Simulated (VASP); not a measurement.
Here is a VASP 6.6.1 calculation.

Contents of INCAR:

```
  PREC = Accurate
  ENCUT = 520
  EDIFF = 1E-6
  ISMEAR = -1
  SIGMA = 0.0369
  LREAL = False
  LASPH = True
  NELM = 120
  ALGO = Normal
  ISIF = 2
  LWAVE = False
  LCHARG = False
  GGA = PE
  NBANDS = 24
  ISYM = -1
  GGA_COMPAT = False
```

The input KPOINTS:

```
explicit points
63
Reciprocal
  0.10000000   0.10000000   0.10000000 2
  0.10000000   0.10000000   0.30000000 2
  0.10000000   0.10000000   0.50000000 2
  0.10000000   0.10000000   0.70000000 2
  0.10000000   0.10000000   0.90000000 2
  0.10000000   0.30000000   0.10000000 2
  0.10000000   0.30000000   0.30000000 2
  0.10000000   0.30000000   0.50000000 2
  0.10000000   0.30000000   0.70000000 2
  0.10000000   0.30000000   0.90000000 2
  0.10000000   0.50000000   0.10000000 2
  0.10000000   0.50000000   0.30000000 2
  0.10000000   0.50000000   0.50000000 2
  0.10000000   0.50000000   0.70000000 2
  0.10000000   0.50000000   0.90000000 2
  0.10000000   0.70000000   0.10000000 2
  0.10000000   0.70000000   0.30000000 2
  0.10000000   0.70000000   0.50000000 2
  0.10000000   0.70000000   0.70000000 2
  0.10000000   0.70000000   0.90000000 2
  0.10000000   0.90000000   0.10000000 2
  0.10000000   0.90000000   0.30000000 2
  0.10000000   0.90000000   0.50000000 2
  0.10000000   0.90000000   0.70000000 2
  0.10000000   0.90000000   0.90000000 2
  0.30000000   0.10000000   0.10000000 2
  0.30000000   0.10000000   0.30000000 2
  0.30000000   0.10000000   0.50000000 2
  0.30000000   0.10000000   0.70000000 2
  0.30000000   0.10000000   0.90000000 2
  0.30000000   0.30000000   0.10000000 2
  0.30000000   0.30000000   0.30000000 2
  0.30000000   0.30000000   0.50000000 2
  0.30000000   0.30000000   0.70000000 2
  0.30000000   0.30000000   0.90000000 2
  0.30000000   0.50000000   0.10000000 2
  0.30000000   0.50000000   0.30000000 2
  0.30000000   0.50000000   0.50000000 2
  0.30000000   0.50000000   0.70000000 2
  0.30000000   0.50000000   0.90000000 2
  0.30000000   0.70000000   0.10000000 2
  0.30000000   0.70000000   0.30000000 2
  0.30000000   0.70000000   0.50000000 2
  0.30000000   0.70000000   0.70000000 2
  0.30000000   0.70000000   0.90000000 2
  0.30000000   0.90000000   0.10000000 2
  0.30000000   0.90000000   0.30000000 2
  0.30000000   0.90000000   0.50000000 2
  0.30000000   0.90000000   0.70000000 2
  0.30000000   0.90000000   0.90000000 2
  0.50000000   0.10000000   0.10000000 2
  0.50000000   0.10000000   0.30000000 2
  0.50000000   0.10000000   0.50000000 2
  0.50000000   0.10000000   0.70000000 2
  0.50000000   0.10000000   0.90000000 2
  0.50000000   0.30000000   0.10000000 2
  0.50000000   0.30000000   0.30000000 2
  0.50000000   0.30000000   0.50000000 2
  0.50000000   0.30000000   0.70000000 2
  0.50000000   0.30000000   0.90000000 2
  0.50000000   0.50000000   0.10000000 2
  0.50000000   0.50000000   0.30000000 2
  0.50000000   0.50000000   0.50000000 1
```

The input POSCAR:

```
Cd2Cu
1.0
    0.0000000000      3.4641770000      0.0000000000
    3.4641770000      0.0000000000      0.0000000000
    1.7320890000      1.7320890000     -6.0148720000
Cu Cd
1 2
Direct
    0.0000000000      0.0000000000      0.0000000000
    0.3400000000      0.3400000000      0.3200000000
    0.6600000000      0.6600000000      0.6800000000
```

Potentials or basis: VASP PAW PBE potentials, release 64 (Cu, Cd).

Run with:

```bash
$ cat potpaw_PBE.64/Cu/POTCAR potpaw_PBE.64/Cd/POTCAR > POTCAR
$ mpirun -np 1 vasp_std > vasp.out
```

What does it give for the pressure?

-8.6 GPa.

Predict the band gap on the k mesh.

zero (an odd number of electrons rules out a gap without spin polarisation).

Stress tensor (GPa, compression positive):
```
-9.41 -0.30  0.00
-0.30 -9.41  0.00
 0.00  0.00 -7.02
```

Caveat: the cell stands under tension.
